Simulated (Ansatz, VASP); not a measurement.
## Ga in VASP and in Ansatz

```
Ga
1.0
     4.94860    0.00000    0.00000
    -2.47430    4.28561    0.00000
     0.00000    0.00000    3.17739
Ga
3
Direct
  0.00000 0.00000 0.00000
  0.33333 0.66667 0.50000
  0.66667 0.33333 0.50000
```

Alike in both runs: task single point; functional RPBE; k mesh 9 × 9 × 12; occupations fermi-dirac, width 0.1 eV; no spin polarisation.

|  | VASP | Ansatz |
| --- | --- | --- |
| version | VASP 6.6.1 | Ansatz 0.2.0 |
| potentials or method | VASP PAW PBE potentials, release 64 (Ga_d), cutoff 520 eV | plane waves (420 eV) with PAW, scalar-relativistic |
| valence electrons in the cell | 39 | 39 |

|  | VASP | Ansatz | Ansatz less VASP |
| --- | --- | --- | --- |
| pressure (GPa) | -3.3 | -3.4 | -0.10 |
| traceless stress, the component that is largest in VASP (GPa) | -0.14 | -0.12 | +0.021 |

VASP's potentials were made for PBE, not for RPBE.
